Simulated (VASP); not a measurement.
A run of VASP 6.6.1 is set up as follows.

INCAR

```
PREC     = Accurate       # precision mode
ENCUT    = 500            # plane-wave cutoff, eV
EDIFF    = 1E-6           # SCF threshold, eV
ISMEAR   = 0              # smearing method
SIGMA    = 0.1            # smearing width, eV
LREAL    = False          # projectors in reciprocal space
LASPH    = True           # aspherical terms in the spheres
NELM     = 200            # most SCF steps
ALGO     = Normal         # electronic algorithm
ISIF     = 2              # what is computed and relaxed
LWAVE    = False          # write WAVECAR
LCHARG   = False          # write CHGCAR
GGA      = PE             # functional
NBANDS   = 34             # bands
GGA_COMPAT= False        
LMAXMIX  = 6              # l up to which the mixer works
```

KPOINTS

```
regular mesh
0
Gamma
  12 12 6
```

The input POSCAR:

```
TbSi3W2
1.0
    4.2525845143      0.0000000000      0.0000000000
   -2.1262922572      3.6828462211      0.0000000000
    0.0000000000      0.0000000000      6.7377551056
Tb Si W
1 3 2
Direct
    0.0000000000      0.0000000000      0.5000000000
    0.3333333333      0.6666666667      0.2539419701
    0.6666666667      0.3333333333      0.7460580299
    0.0000000000      0.0000000000      0.0000000000
    0.3333333333      0.6666666667      0.8782587858
    0.6666666667      0.3333333333      0.1217412142
```

Potentials or basis: VASP PAW PBE potentials, release 64 (Tb_3, Si, W_sv), 4f in core.

Launch:

```console
$ cat potpaw_PBE.64/Tb_3/POTCAR potpaw_PBE.64/Si/POTCAR potpaw_PBE.64/W_sv/POTCAR > POTCAR
$ mpirun -np 1 vasp_std > vasp.out
```

Q: Estimate the pressure.

A: 0.2 GPa.

Q: Estimate the largest force.

A: 0.009 eV/Å.

Forces on the atoms (eV/Å):
```
Tb   0.000  0.000  0.000
Si   0.000  0.000  0.005
Si   0.000  0.000 -0.005
Si   0.000  0.000  0.000
W    0.000  0.000 -0.009
W    0.000  0.000  0.009
```

Caveat: spin-orbit coupling is left out, which moves the levels of the heavy elements; the 4f electrons are frozen in the core, so they carry no moment and show no levels. Spin polarisation is off, so any magnetic state and its effect on volume and gap are missing.
